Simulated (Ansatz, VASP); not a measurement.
## ScF3: VASP beside Ansatz

```
Sc F
1.0
     3.57487    0.00000    0.00000
     0.00000    3.57487    0.00000
     0.00000    0.00000    5.05486
Sc F
1 3
Direct
  0.00000 0.00000 0.00000
  0.50000 0.00000 0.00000
  0.00000 0.50000 0.00000
  0.00000 0.00000 0.50000
```

Alike in both runs: task single point; functional LDA; k mesh 6 × 6 × 6; occupations gaussian, width 0.05 eV; no spin polarisation.

```csv
,VASP,Ansatz
version,VASP 6.6.1,Ansatz 0.2.0
potentials or method,"VASP PAW LDA potentials, release 64 (Sc_sv, F), cutoff 520 eV","scalar-relativistic, plane waves, PAW"
valence electrons in the cell,32,32
```

VASP gave:

| Quantity | Value |
| --- | --- |
| gap on the k mesh at the Fermi level (eV) | 3.69 |
| least direct gap on the mesh (eV) | 3.74 |
| pressure (GPa) | 20.5 |
| traceless stress, the component that is largest in VASP (GPa) | -47.07 |

Question: What did Ansatz give for the same quantities?

Answer: gap on the k mesh at the Fermi level (eV): 3.69; least direct gap on the mesh (eV): 3.73; pressure (GPa): 19.3; traceless stress, the component that is largest in VASP (GPa): -45.64.

LDA's correlation is that of Perdew and Zunger in VASP and of Perdew and Wang (1992) in Ansatz.
